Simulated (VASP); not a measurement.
# BaH2: single point with PBEsol

The system is BaH2.

```
CELL_PARAMETERS angstrom
4.12790 0.00000 0.00000
-2.06395 3.57487 0.00000
0.00000 0.00000 5.16912
ATOMIC_POSITIONS crystal
Ba 0.66667 0.33333 0.75000
Ba 0.33333 0.66667 0.25000
H 0.33333 0.66667 0.75000
H 0.66667 0.33333 0.25000
H 0.00000 0.00000 0.50000
H 0.00000 0.00000 0.00000
```

```
Program                : VASP 6.6.1
Task                   : single point
Functional             : PBEsol
Potentials or basis    : VASP PAW PBE potentials, release 64 (Ba_sv, H)
Cutoff                 : 520 eV
k mesh                 : 6 × 6 × 4
Occupations            : gaussian, width 0.1 eV
Spin                   : no spin polarisation
Dipole correction      : no
Further INCAR settings : ALGO = Normal; EDIFF = 1e-06; NBANDS = 21
```

```
Pressure               : 15.0 GPa
Band gap on the k mesh : 1.54 eV, indirect (least direct gap 2.13 eV)
```

Stress tensor (GPa, compression positive):
```
14.74  0.00  0.00
 0.00 14.74  0.00
 0.00  0.00 15.42
```

Levels at points of the mesh, in eV from the valence-band top:
| k point | band 8 | band 9 | band 10 | band 11 | band 12 | band 13 | band 14 | band 15 | band 16 | band 17 |
| --- | --- | --- | --- | --- | --- | --- | --- | --- | --- | --- |
| (0.00, 0.00, 0.00) | -10.93 | -5.07 | -4.30 | -0.51 | 0.00 | 2.25 | 2.25 | 3.51 | 3.51 | 3.98 |
| (0.50, 0.00, 0.00) | -11.26 | -3.95 | -2.54 | -2.04 | -1.47 | 1.99 | 4.23 | 5.44 | 6.22 | 6.35 |
| (0.00, 0.00, 0.50) | -11.68 | -3.46 | -3.46 | -0.80 | -0.80 | 1.89 | 1.89 | 1.89 | 1.89 | 4.75 |
| (0.50, 0.00, 0.50) | -11.33 | -3.15 | -3.15 | -0.93 | -0.93 | 2.64 | 2.64 | 4.17 | 4.17 | 7.02 |

Wall time 31 s on 1 thread of Intel(R) Xeon(R) Platinum 8375C CPU @ 2.90GHz (Ice Lake), on a shared host, peak memory 0.2 GiB.

Caveat: the PAW data sets were made with another functional, which shifts forces and pressure a little; spin-orbit coupling is left out, which moves the levels of the heavy elements. A k mesh can miss the band edges.
